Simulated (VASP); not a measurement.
# Bi2Se3 (Paraguanajuatite) (R-3m) in VASP: single point with PBEsol

Aim: the single point of Bi2Se3 (Paraguanajuatite) with PBEsol.

Everything below comes from runs of VASP 6.6.1. Logs are shortened: lines on timing, memory, paths and dates and some standing lists are left out, and cuts for length are marked.

## (1) The cell of the first run

It takes space group R-3m (No. 166, trigonal). Conventional cell: a = 4.130 Å, b = 4.130 Å, c = 28.620 Å, α = 90.00°, β = 90.00°, γ = 120.00°. Bi (site symmetry 3m) has 6 Se at 2.85 to 3.06 Å within 3.8 Å. Within 4.0 Å of Se (site symmetry -3m) lie 6 Bi at 3.06 Å. Se (site symmetry 3m) has 3 Bi at 2.85 Å and 3 Se at 3.51 Å within 3.8 Å.

## (2) Single point, PBEsol

Input file INCAR:

```
SYSTEM = Bi2Se3
ALGO = Normal
EDIFF = 1E-6
ENCUT = 520
GGA = PS
ISIF = 2
ISMEAR = 0
LASPH = .TRUE.
LCHARG = .FALSE.
LREAL = .FALSE.
LWAVE = .FALSE.
NBANDS = 32
NELM = 80
PREC = Accurate
SIGMA = 0.01
```

Input file KPOINTS:

```
k-points
0
G
  6 6 6
  0 0 0
```

Input file POSCAR:

```
Bi2Se3
1.0
    2.0651703955      1.1923266837      9.5399082438
   -2.0651703955      1.1923266837      9.5399082438
    0.0000000000     -2.3846533675      9.5399082438
Bi Se
2 3
Direct
    0.4002583828      0.4002583828      0.4002583828
    0.5997416172      0.5997416172      0.5997416172
    0.0000000000      0.0000000000      0.0000000000
    0.2116391022      0.2116391022      0.2116391022
    0.7883608978      0.7883608978      0.7883608978
```

Potentials or basis: VASP PAW PBE potentials, release 64 (Bi_d, Se).

Launch:

```console
cat potpaw_PBE.64/Bi_d/POTCAR potpaw_PBE.64/Se/POTCAR > POTCAR
mpirun -np 1 vasp_std > vasp.out
```

OUTCAR:

```text
SYSTEM = Bi2Se3
   EDIFF = 1E-6
   ENCUT = 520
   GGA = PS
   ISIF = 2
   ISMEAR = 0
   LASPH = .TRUE.
   LREAL = .FALSE.
   NELM = 80
   PREC = Accurate

 ion  position               nearest neighbor table
   1  0.400  0.400  0.400-   5 2.85   5 2.85   5 2.85   3 3.06   3 3.06   3 3.06
   2  0.600  0.600  0.600-   4 2.85   4 2.85   4 2.85   3 3.06   3 3.06   3 3.06
   3  0.000  0.000  0.000-   2 3.06   1 3.06   2 3.06   2 3.06   1 3.06   1 3.06
   4  0.212  0.212  0.212-   2 2.85   2 2.85   2 2.85
   5  0.788  0.788  0.788-   1 2.85   1 2.85   1 2.85

  LATTYP: Found a trigonal (rhomboedric) cell.
 ALAT       =     9.8334338348
 COS(alpha) =     0.9117872467

  Lattice vectors:

 A1 = (   2.0651703955,   1.1923266837,   9.5399082438)
 A2 = (  -2.0651703955,   1.1923266837,   9.5399082438)
 A3 = (   0.0000000000,  -2.3846533675,   9.5399082438)

Analysis of symmetry for initial positions (statically):
=====================================================================
 Subroutine PRICEL returns:
 Original cell was already a primitive cell.

 Routine SETGRP: Setting up the symmetry group for a
 trigonal (rhombohedral) supercell.

 Subroutine GETGRP returns: Found 12 space group operations
 (whereof 12 operations were pure point group operations)
 out of a pool of 12 trial point group operations.

The static configuration has the point symmetry D_3d.

Analysis of symmetry for dynamics (positions and initial velocities):
=====================================================================
 Subroutine PRICEL returns:
 Original cell was already a primitive cell.

 Routine SETGRP: Setting up the symmetry group for a
 trigonal (rhombohedral) supercell.

 Subroutine GETGRP returns: Found 12 space group operations
 (whereof 12 operations were pure point group operations)
 out of a pool of 12 trial point group operations.

The dynamic configuration has the point symmetry D_3d.

 Subroutine INISYM returns: Found 12 space group operations
 (whereof 12 operations are pure point group operations),
 and found     1 'primitive' translations

----------------------------------------------------------------------------------------

                                     Primitive cell

  volume of cell :     140.9440

  direct lattice vectors                    reciprocal lattice vectors
     2.065170396  1.192326684  9.539908244     0.242110773  0.139782720  0.034940937
    -2.065170396  1.192326684  9.539908244    -0.242110773  0.139782720  0.034940937
     0.000000000 -2.384653367  9.539908244     0.000000000 -0.279565439  0.034940937

  length of vectors
     9.833433835  9.833433835  9.833433835     0.281740491  0.281740491  0.281740491

  position of ions in fractional coordinates (direct lattice)
     0.400258383  0.400258383  0.400258383
     0.599741617  0.599741617  0.599741617
     0.000000000  0.000000000  0.000000000
     0.211639102  0.211639102  0.211639102
     0.788360898  0.788360898  0.788360898

  ion indices of the primitive-cell ions
   primitive index   ion index
                 1           1
                 2           2
                 3           3
                 4           4
                 5           5

----------------------------------------------------------------------------------------

 KPOINTS: k-points

Automatic generation of k-mesh.
 Grid dimensions read from file:
 generate k-points for:    6    6    6

 Generating k-lattice:

  Cartesian coordinates                     Fractional coordinates (reciprocal lattice)
     0.040351795  0.023297120  0.005823490     0.166666667  0.000000000  0.000000000
    -0.040351795  0.023297120  0.005823490     0.000000000  0.166666667  0.000000000
     0.000000000 -0.046594240  0.005823490     0.000000000  0.000000000  0.166666667

  Length of vectors
     0.046956748  0.046956748  0.046956748

  Shift w.r.t. Gamma in fractional coordinates (k-lattice)
     0.000000000  0.000000000  0.000000000

 Subroutine IBZKPT returns following result:
 ===========================================

 Found     32 irreducible k-points:

 Following reciprocal coordinates:
            Coordinates               Weight
  0.000000  0.000000  0.000000      1.000000
  0.166667  0.000000  0.000000      6.000000
  0.333333  0.000000  0.000000      6.000000
  0.500000  0.000000  0.000000      3.000000
  0.166667  0.166667  0.000000      6.000000
  0.333333  0.166667  0.000000     12.000000
[... 16 lines left out ...]
  0.500000  0.500000  0.166667      6.000000
 -0.333333  0.500000  0.166667     12.000000
 [... further k-points ...]
   k-points           NKPTS =     32   k-points in BZ     NKDIM =     32   number of bands    NBANDS=     32
   number of dos      NEDOS =    301   number of ions     NIONS =      5
   total plane-waves  NPLWV = 512000
   dimension x,y,z NGX =    80 NGY =   80 NGZ =   80
   dimension x,y,z NGXF=   160 NGYF=  160 NGZF=  160
   ions per type =               2   3
   NGX,Y,Z   is equivalent  to a cutoff of  13.52, 13.52, 13.52 a.u.
   NGXF,Y,Z  is equivalent  to a cutoff of  27.05, 27.05, 27.05 a.u.
 SYSTEM =  Bi2Se3
   PREC   = accura    normal or accurate (medium, high low for compatibility)
   ISTART =      0    job   : 0-new  1-cont  2-samecut
   ICHARG =      2    charge: 1-file 2-atom 10-const
   ISPIN  =      1    spin polarized calculation?
   LNONCOLLINEAR =      F non collinear calculations
   LSORBIT =      F    spin-orbit coupling
   LASPH  =      T    aspherical Exc in radial PAW
   ENCUT  =  520.0 eV  38.22 Ry    6.18 a.u.  18.28 18.28 18.28*2*pi/ulx,y,z
   NELM   =     80;   NELMIN=  2; NELMDL= -5     # of ELM steps
   EDIFF  = 0.1E-05   stopping-criterion for ELM
   LREAL  =      F    real-space projection
   EDIFFG = 0.1E-04   stopping-criterion for IOM
   NSW    =      0    number of steps for IOM
   IBRION =     -1    ionic relax: 0-MD 1-quasi-New 2-CG
   NFREE  =      0    steps in history (QN), initial steepest desc. (CG)
   ISIF   =      2    stress and relaxation
   ISYM   =      2    0-nonsym 1-usesym 2-fastsym
   POTIM  = 0.5000    time-step for ionic-motion
   TEBEG  =    0.0;   TEEND  =   0.0 temperature during run
   PSTRESS=    0.0 pullay stress
   NELECT =      48.0000    total number of electrons
   NUPDOWN=      -1.0000    fix difference up-down
   EMIN   =  10.00;   EMAX   =-10.00  energy-range for DOS
   EFERMI =   0.00;   METHOD = LEGACY
   ISMEAR =     0;   SIGMA  =   0.01  broadening in eV -4-tet -1-fermi 0-gaus
   EFERMI_NEDOS =   21; number of points for ismear=-14 and -15
   IALGO  =     38    algorithm
   IMIX   =      4    mixing-type and parameters
     AMIX     =   0.40;   BMIX     =  1.00
     AMIX_MAG =   1.60;   BMIX_MAG =  1.00
  volume/ion in A,a.u.               =      28.19       190.23
  Fermi-wavevector in a.u.,A,eV,Ry     =   1.143246  2.160422 17.782971  1.307012
  Thomas-Fermi vector in A             =   2.279942
   LORBIT       =      0    0 simple, 1 ext, 2 COOP (PROOUT), +10 PAW based schemes
   GGA     = PS    functional components
   LHFCALC =     F    Hartree Fock is set to
   AEXX    =    0.0000 exact exchange contribution
   IVDW    =     0    specifies the selected vdW correction
   LEPSILON=     F    determine dielectric tensor
   LRPA    =     F    only Hartree local field effects (RPA)
 non-spin polarized calculation
 Gauss-broadening in eV      SIGMA  =   0.01
  energy-cutoff  :      520.00
  volume of cell :      140.94
 maximum number of plane-waves:      3839
 NGX is ok and might be reduce to    80
   NGX = 37   NGY = 37   NGZ = 37

 number of electron      48.0000004 magnetization

 Free energy of the ion-electron system (eV)
  ---------------------------------------------------
  ext. energy  EPLUGINS =         0.00000000
  ---------------------------------------------------
  free energy    TOTEN  =       -22.05412317 eV

  energy without entropy =      -22.05412317  energy(sigma->0) =      -22.05412317

 E-fermi :   4.9778     XC(G=0):  -9.7128

 val. band max:        4.9154748048   @ k =   0.0000   0.0000   0.0000
 cond. band min:       5.0440098634   @ k =   0.0000   0.0000   0.0000
 fundamental gap:      0.1285350586
 Fermi energy:         4.9778094872

 k-point     1 :       0.0000    0.0000    0.0000
  band No.  band energies     occupation
      1     -18.1337      2.00000
      2     -18.1337      2.00000
      3     -18.1316      2.00000
      4     -18.1316      2.00000
      5     -18.1223      2.00000
      6     -18.1196      2.00000
[... 24 lines left out ...]
     31      10.6443      0.00000
     32      11.8267      0.00000

 k-point     2 :       0.1667    0.0000    0.0000
  band No.  band energies     occupation
      1     -18.1379      2.00000
      2     -18.1351      2.00000
      3     -18.1273      2.00000
      4     -18.1253      2.00000
      5     -18.1188      2.00000
      6     -18.1161      2.00000
[... 24 lines left out ...]
     31       9.8901      0.00000
     32      10.8107      0.00000

 k-point     3 :       0.3333    0.0000    0.0000
  band No.  band energies     occupation
      1     -18.1487      2.00000
      2     -18.1439      2.00000
      3     -18.1234      2.00000
      4     -18.1203      2.00000
      5     -18.1183      2.00000
      6     -18.1168      2.00000
[... 24 lines left out ...]
     31       9.3696      0.00000
     32      11.2670      0.00000

 k-point     4 :       0.5000    0.0000    0.0000
  band No.  band energies     occupation
      1     -18.1548      2.00000
      2     -18.1488      2.00000
      3     -18.1262      2.00000
      4     -18.1209      2.00000
      5     -18.1203      2.00000
      6     -18.1153      2.00000
[... 654 lines left out ...]
     31       9.3607      0.00000
     32      11.7111      0.00000

 k-point    23 :       0.5000    0.5000    0.1667
  band No.  band energies     occupation
      1     -18.1486      2.00000
      2     -18.1440      2.00000
      3     -18.1234      2.00000
      4     -18.1203      2.00000
      5     -18.1184      2.00000
      6     -18.1168      2.00000
[... 24 lines left out ...]
     31       9.2652      0.00000
     32      11.0363      0.00000

 k-point    24 :      -0.3333    0.5000    0.1667
  band No.  band energies     occupation
      1     -18.1474      2.00000
      2     -18.1429      2.00000
      3     -18.1251      2.00000
      4     -18.1215      2.00000
      5     -18.1193      2.00000
      6     -18.1174      2.00000
[... 24 lines left out ...]
     31       9.8374      0.00000
     32      11.2922      0.00000

 [... further k-points ...]
[... 5 lines left out ...]
  --------------------------------------------------------------------------------------
  -------------------------------------------------------------------------------------
  Total        0.0042897      0.0042897     -0.0204884      0.0000000      0.0000000      0.0000000
  in kB        0.0487633      0.0487633     -0.2329009      0.0000000      0.0000000      0.0000000
  external PRESSURE =      -0.0451247 kB  Pullay stress =       0.0000000 kB

 VOLUME and BASIS-vectors are now :
 -----------------------------------------------------------------------------
  energy-cutoff  :      520.00
  volume of cell :      140.94
      direct lattice vectors                 reciprocal lattice vectors
     2.065170396  1.192326684  9.539908244     0.242110773  0.139782720  0.034940937
    -2.065170396  1.192326684  9.539908244    -0.242110773  0.139782720  0.034940937
     0.000000000 -2.384653367  9.539908244     0.000000000 -0.279565439  0.034940937

 POSITION                                       TOTAL-FORCE (eV/Angst)
 -----------------------------------------------------------------------------------
      0.00000     -0.00000     11.45528        -0.000000      0.000000     -0.039286
      0.00000     -0.00000     17.16444        -0.000000     -0.000000      0.039286
      0.00000      0.00000      0.00000         0.000000     -0.000000     -0.000000
      0.00000     -0.00000      6.05705        -0.000000      0.000000     -0.038845
      0.00000     -0.00000     22.56267        -0.000000     -0.000000      0.038845
 -----------------------------------------------------------------------------------
    total drift:                                0.000000      0.000000      0.000000

  FREE ENERGIE OF THE ION-ELECTRON SYSTEM (eV)
  ---------------------------------------------------
  free  energy   TOTEN  =       -22.0541231689 eV

  energy  without entropy=      -22.0541231689  energy(sigma->0) =      -22.05412317
```

Run time: 8.3 min. Hardware: 1 thread of Intel Xeon Platinum 8488C (Sapphire Rapids), shared host; peak memory 0.93 GiB.

What came out:

```yaml
Free_energy: -22.0541 eV
Pressure: 0.0 GPa
Largest_force: 0.039 eV/Å
Band_gap_on_the_k_mesh: 0.13 eV, direct
```

Forces on the atoms (eV/Å):
```
Bi   0.000  0.000 -0.039
Bi   0.000  0.000  0.039
Se   0.000  0.000  0.000
Se   0.000  0.000 -0.039
Se   0.000  0.000  0.039
```

Caveat: the PAW data sets were made with another functional, which shifts forces and pressure a little; spin-orbit coupling is left out, which moves the levels of the heavy elements. A k mesh can miss the band edges.
